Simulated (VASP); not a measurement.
# W (Im-3m) in VASP: a series of runs

W is run at these levels: PBE; tasks: single point.

Program: VASP 6.6.1. These are calculated values, not measurements. Logs are shortened: lines on timing, memory, paths and dates and some standing lists are left out, and cuts for length are marked.

### 1 The cell of the first run

The structure is cubic, space group Im-3m (No. 229). The conventional cell has a = 3.270 Å, b = 3.270 Å, c = 3.270 Å, α = 90.00°, β = 90.00°, γ = 90.00°. W (site symmetry m-3m) has 14 W at 2.83 to 3.27 Å within 3.7 Å.

### 2 Single point, PBE (strained)

Contents of INCAR:

```
SYSTEM = W
PREC     = Accurate       ! precision mode
ENCUT    = 520            ! plane-wave cutoff, eV
EDIFF    = 1E-6           ! SCF threshold, eV
ISMEAR   = 0              ! smearing method
SIGMA    = 0.1            ! smearing width, eV
LREAL    = .FALSE.        ! projectors in reciprocal space
LASPH    = .TRUE.         ! aspherical terms in the spheres
NELM     = 100            ! most SCF steps
ALGO     = Fast           ! electronic algorithm
ISIF     = 2              ! what is computed and relaxed
LWAVE    = .FALSE.        ! write WAVECAR
LCHARG   = .FALSE.        ! write CHGCAR
GGA      = PE             ! functional
NBANDS   = 13             ! bands
```

Contents of KPOINTS:

```
regular mesh
0
G
  18 18 18
  0 0 0
```

Contents of POSCAR:

```
W
1.0
   -1.6348205770      1.6348205770      1.6348205770
    1.6348205770     -1.6348205770      1.6348205770
    1.6348205770      1.6348205770     -1.6348205770
W
1
Direct
    0.0000000000      0.0000000000      0.0000000000
```

Potentials or basis: VASP PAW PBE potentials, release 64 (W_sv).

Started as:

```sh
> cat potpaw_PBE.64/W_sv/POTCAR > POTCAR
> mpirun -np 1 vasp_std > vasp.out
```

OUTCAR:

```text
SYSTEM = W
   PREC = Accurate
   ENCUT = 520
   EDIFF = 1E-6
   ISMEAR = 0
   LREAL = .FALSE.
   LASPH = .TRUE.
   NELM = 100
   ISIF = 2
   GGA = PE

 ion  position               nearest neighbor table
   1  0.000  0.000  0.000-

  LATTYP: Found a body centered cubic cell.
 ALAT       =     3.2696411540

  Lattice vectors:

 A1 = (  -1.6348205770,   1.6348205770,   1.6348205770)
 A2 = (   1.6348205770,  -1.6348205770,   1.6348205770)
 A3 = (   1.6348205770,   1.6348205770,  -1.6348205770)

Analysis of symmetry for initial positions (statically):
=====================================================================
 Subroutine PRICEL returns:
 Original cell was already a primitive cell.

 Routine SETGRP: Setting up the symmetry group for a
 body centered cubic supercell.

 Subroutine GETGRP returns: Found 48 space group operations
 (whereof 48 operations were pure point group operations)
 out of a pool of 48 trial point group operations.

The static configuration has the point symmetry O_h .

Analysis of symmetry for dynamics (positions and initial velocities):
=====================================================================
 Subroutine PRICEL returns:
 Original cell was already a primitive cell.

 Routine SETGRP: Setting up the symmetry group for a
 body centered cubic supercell.

 Subroutine GETGRP returns: Found 48 space group operations
 (whereof 48 operations were pure point group operations)
 out of a pool of 48 trial point group operations.

The dynamic configuration has the point symmetry O_h .

 Subroutine INISYM returns: Found 48 space group operations
 (whereof 48 operations are pure point group operations),
 and found     1 'primitive' translations

----------------------------------------------------------------------------------------

                                     Primitive cell

  volume of cell :      17.4771

  direct lattice vectors                    reciprocal lattice vectors
    -1.634820577  1.634820577  1.634820577     0.000000000  0.305843961  0.305843961
     1.634820577 -1.634820577  1.634820577     0.305843961  0.000000000  0.305843961
     1.634820577  1.634820577 -1.634820577     0.305843961  0.305843961  0.000000000

  length of vectors
     2.831592301  2.831592301  2.831592301     0.432528677  0.432528677  0.432528677

  position of ions in fractional coordinates (direct lattice)
     0.000000000  0.000000000  0.000000000

  ion indices of the primitive-cell ions
   primitive index   ion index
                 1           1

----------------------------------------------------------------------------------------

 KPOINTS: regular mesh

Automatic generation of k-mesh.
 Grid dimensions read from file:
 generate k-points for:   18   18   18

 Generating k-lattice:

  Cartesian coordinates                     Fractional coordinates (reciprocal lattice)
     0.000000000  0.016991331  0.016991331     0.055555556  0.000000000  0.000000000
     0.016991331  0.000000000  0.016991331     0.000000000  0.055555556  0.000000000
     0.016991331  0.016991331  0.000000000     0.000000000  0.000000000  0.055555556

  Length of vectors
     0.024029371  0.024029371  0.024029371

  Shift w.r.t. Gamma in fractional coordinates (k-lattice)
     0.000000000  0.000000000  0.000000000

 Subroutine IBZKPT returns following result:
 ===========================================

 Found    195 irreducible k-points:

 Following reciprocal coordinates:
            Coordinates               Weight
  0.000000  0.000000  0.000000      1.000000
  0.055556  0.000000  0.000000     12.000000
  0.111111  0.000000  0.000000     12.000000
  0.166667  0.000000  0.000000     12.000000
  0.222222  0.000000  0.000000     12.000000
  0.277778  0.000000  0.000000     12.000000
[... 16 lines left out ...]
  0.333333  0.111111  0.000000     48.000000
  0.388889  0.111111 -0.000000     48.000000
 [... further k-points ...]
   k-points           NKPTS =    195   k-points in BZ     NKDIM =    195   number of bands    NBANDS=     13
   number of dos      NEDOS =    301   number of ions     NIONS =      1
   total plane-waves  NPLWV =  13824
   dimension x,y,z NGX =    24 NGY =   24 NGZ =   24
   dimension x,y,z NGXF=    48 NGYF=   48 NGZF=   48
   ions per type =               1
   NGX,Y,Z   is equivalent  to a cutoff of  14.09, 14.09, 14.09 a.u.
   NGXF,Y,Z  is equivalent  to a cutoff of  28.18, 28.18, 28.18 a.u.
 SYSTEM =  W
   PREC   = accura    normal or accurate (medium, high low for compatibility)
   ISTART =      0    job   : 0-new  1-cont  2-samecut
   ICHARG =      2    charge: 1-file 2-atom 10-const
   ISPIN  =      1    spin polarized calculation?
   LNONCOLLINEAR =      F non collinear calculations
   LSORBIT =      F    spin-orbit coupling
   LASPH  =      T    aspherical Exc in radial PAW
   ENCUT  =  520.0 eV  38.22 Ry    6.18 a.u.   5.26  5.26  5.26*2*pi/ulx,y,z
   NELM   =    100;   NELMIN=  2; NELMDL= -5     # of ELM steps
   EDIFF  = 0.1E-05   stopping-criterion for ELM
   LREAL  =      F    real-space projection
   EDIFFG = 0.1E-04   stopping-criterion for IOM
   NSW    =      0    number of steps for IOM
   IBRION =     -1    ionic relax: 0-MD 1-quasi-New 2-CG
   NFREE  =      0    steps in history (QN), initial steepest desc. (CG)
   ISIF   =      2    stress and relaxation
   ISYM   =      2    0-nonsym 1-usesym 2-fastsym
   POTIM  = 0.5000    time-step for ionic-motion
   TEBEG  =    0.0;   TEEND  =   0.0 temperature during run
   PSTRESS=    0.0 pullay stress
   NELECT =      14.0000    total number of electrons
   NUPDOWN=      -1.0000    fix difference up-down
   EMIN   =  10.00;   EMAX   =-10.00  energy-range for DOS
   EFERMI =   0.00;   METHOD = LEGACY
   ISMEAR =     0;   SIGMA  =   0.10  broadening in eV -4-tet -1-fermi 0-gaus
   EFERMI_NEDOS =   21; number of points for ismear=-14 and -15
   IALGO  =     68    algorithm
   IMIX   =      4    mixing-type and parameters
     AMIX     =   0.40;   BMIX     =  1.00
     AMIX_MAG =   1.60;   BMIX_MAG =  1.00
  volume/ion in A,a.u.               =      17.48       117.94
  Fermi-wavevector in a.u.,A,eV,Ry     =   1.520410  2.873159 31.451866  2.311647
  Thomas-Fermi vector in A             =   2.629264
   LORBIT       =      0    0 simple, 1 ext, 2 COOP (PROOUT), +10 PAW based schemes
   GGA     = PE    functional components
   LHFCALC =     F    Hartree Fock is set to
   AEXX    =    0.0000 exact exchange contribution
   IVDW    =     0    specifies the selected vdW correction
   LEPSILON=     F    determine dielectric tensor
   LRPA    =     F    only Hartree local field effects (RPA)
 non-spin polarized calculation
 RMM-DIIS sequential band-by-band and
 Gauss-broadening in eV      SIGMA  =   0.10
  energy-cutoff  :      520.00
  volume of cell :       17.48
 maximum number of plane-waves:       480
 NGX is ok and might be reduce to    24
   NGX = 11   NGY = 11   NGZ = 11

 number of electron      13.9999999 magnetization

 Free energy of the ion-electron system (eV)
  ---------------------------------------------------
  ext. energy  EPLUGINS =         0.00000000
  ---------------------------------------------------
  free energy    TOTEN  =       -12.86273575 eV

  energy without entropy =      -12.85843766  energy(sigma->0) =      -12.86058671

 E-fermi :  10.0734     XC(G=0): -13.0959

 val. band max:       10.0708693446   @ k =  -0.1667   0.1667   0.0556
 cond. band min:      10.0753410642   @ k =  -0.1667   0.1667   0.1667
 fundamental gap:      0.0044717196
 Fermi energy:        10.0734464825

 k-point     1 :       0.0000    0.0000    0.0000
  band No.  band energies     occupation
      1     -64.2405      2.00000
      2     -27.9237      2.00000
      3     -27.9237      2.00000
      4     -27.9237      2.00000
      5       0.9940      2.00000
      6       9.0030      2.00000
      7       9.0030      2.00000
      8       9.0030      2.00000
      9      12.1119      0.00000
     10      12.1119      0.00000
     11      24.3661      0.00000
     12      24.3661      0.00000
     13      24.3661      0.00000

 k-point     2 :       0.0556    0.0000    0.0000
  band No.  band energies     occupation
      1     -64.2379      2.00000
      2     -27.9535      2.00000
      3     -27.9333      2.00000
      4     -27.9238      2.00000
      5       1.1274      2.00000
      6       8.9244      2.00000
      7       8.9860      2.00000
      8       9.1296      2.00000
      9      11.9897      0.00000
     10      12.1136      0.00000
     11      24.4746      0.00000
     12      24.5937      0.00000
     13      24.6668      0.00000

 k-point     3 :       0.1111    0.0000    0.0000
  band No.  band energies     occupation
      1     -64.2305      2.00000
      2     -28.0385      2.00000
      3     -27.9606      2.00000
      4     -27.9240      2.00000
      5       1.5149      2.00000
      6       8.7065      2.00000
      7       8.9117      2.00000
      8       9.5053      2.00000
      9      11.7220      0.00000
     10      12.1243      0.00000
     11      24.7371      0.00000
     12      25.2566      0.00000
     13      25.4193      0.00000
[... 305 lines left out ...]
 k-point    23 :       0.3333    0.1111    0.0000
  band No.  band energies     occupation
      1     -64.1613      2.00000
      2     -28.7290      2.00000
      3     -28.2222      2.00000
      4     -27.9666      2.00000
      5       4.7325      2.00000
      6       7.2090      2.00000
      7       8.7570      2.00000
      8      11.8003      0.00000
      9      12.8154      0.00000
     10      14.7756      0.00000
     11      20.8629      0.00000
     12      22.7712      0.00000
     13      26.4265      0.00000

 k-point    24 :       0.3889    0.1111   -0.0000
  band No.  band energies     occupation
      1     -64.1543      2.00000
      2     -28.7932      2.00000
      3     -28.2543      2.00000
      4     -27.9674      2.00000
      5       4.7894      2.00000
      6       7.0822      2.00000
      7       9.3901      2.00000
      8      11.8657      0.00000
      9      13.0048      0.00000
     10      15.6834      0.00000
     11      19.6555      0.00000
     12      22.1594      0.00000
     13      25.4981      0.00000

 [... further k-points ...]

------------------------ aborting loop because EDIFF is reached ----------------------------------------

  FORCE on cell =-STRESS in cart. coord.  units (eV):
  Direction    XX          YY          ZZ          XY          YZ          ZX
  --------------------------------------------------------------------------------------
  -------------------------------------------------------------------------------------
  Total       -2.1957838     -2.1957838     -2.1957838      0.0000000      0.0000000     -0.0000000
  in kB     -201.2935600   -201.2935600   -201.2935600      0.0000000      0.0000000     -0.0000000
  external PRESSURE =    -201.2935600 kB  Pullay stress =       0.0000000 kB

 VOLUME and BASIS-vectors are now :
 -----------------------------------------------------------------------------
  energy-cutoff  :      520.00
  volume of cell :       17.48
      direct lattice vectors                 reciprocal lattice vectors
    -1.634820577  1.634820577  1.634820577     0.000000000  0.305843961  0.305843961
     1.634820577 -1.634820577  1.634820577     0.305843961  0.000000000  0.305843961
     1.634820577  1.634820577 -1.634820577     0.305843961  0.305843961  0.000000000

 POSITION                                       TOTAL-FORCE (eV/Angst)
 -----------------------------------------------------------------------------------
      0.00000      0.00000      0.00000        -0.000000     -0.000000      0.000000
 -----------------------------------------------------------------------------------
    total drift:                                0.000000      0.000000     -0.000000

  FREE ENERGIE OF THE ION-ELECTRON SYSTEM (eV)
  ---------------------------------------------------
  free  energy   TOTEN  =       -12.8627357542 eV

  energy  without entropy=      -12.8584376602  energy(sigma->0) =      -12.86058671
```

Wall time 28 s (1 thread of Intel Xeon Platinum 8488C (Sapphire Rapids), shared host); peak memory 0.17 GiB.

Results:

| Quantity | Value |
| --- | --- |
| Free energy | -12.8627 eV |
| Pressure | -20.1 GPa |
| Band gap on the k mesh | zero (band 7 reaches 14.57 eV, above the bottom of band 8 at 9.00 eV) |

Caveat: the cell differs from its parent crystal (strained); spin-orbit coupling is left out, which moves the levels of the heavy elements.

### 3 Single point, PBE (strained)

Contents of INCAR:

```
SYSTEM = W
  ALGO = Fast
  EDIFF = 1E-7
  ENCUT = 520
  GGA = PE
  ISIF = 2
  ISMEAR = 0
  LASPH = .True.
  LCHARG = .True.
  LELF = .True.
  LREAL = .False.
  LVHAR = .True.
  LWAVE = .False.
  NBANDS = 13
  NELM = 60
  PREC = Accurate
  SIGMA = 0.1
```

Contents of KPOINTS:

```
k-points
0
Gamma
  18 18 18
  0 0 0
```

Contents of POSCAR:

```
W
1.0
   -1.6603773770      1.6603773770      1.6603773770
    1.6603773770     -1.6603773770      1.6603773770
    1.6603773770      1.6603773770     -1.6603773770
W
1
Direct
    0.0000000000      0.0000000000      0.0000000000
```

Potentials or basis: VASP PAW PBE potentials, release 64 (W_sv).

Started as:

```sh
> cat potpaw_PBE.64/W_sv/POTCAR > POTCAR
> mpirun -np 1 vasp_std > vasp.out
```

Wall time 29 s (1 thread of Intel Xeon Platinum 8488C (Sapphire Rapids), shared host); peak memory 0.17 GiB.

The run converged. Its results:

| Quantity | Value |
| --- | --- |
| Free energy | -12.7342 eV |
| Pressure | -29.0 GPa |
| Band gap on the k mesh | zero (band 7 reaches 13.66 eV, above the bottom of band 8 at 8.45 eV) |

Levels at points of the mesh, in eV from the Fermi level:
| k point | band 4 | band 5 | band 6 | band 7 | band 8 | band 9 | band 10 | band 11 |
| --- | --- | --- | --- | --- | --- | --- | --- | --- |
| (0.00, 0.00, 0.00) | -38.11 | -8.80 | -1.00 | -1.00 | -1.00 | 1.94 | 1.94 | 14.18 |
| (0.50, 0.00, 0.00) | -38.11 | -5.38 | -2.92 | 0.32 | 1.76 | 2.57 | 4.97 | 8.94 |
| (0.50, 0.50, 0.50) | -38.67 | -4.75 | -4.75 | 4.21 | 4.21 | 4.21 | 7.21 | 7.21 |

Caveat: the cell differs from its parent crystal (strained); spin-orbit coupling is left out, which moves the levels of the heavy elements.
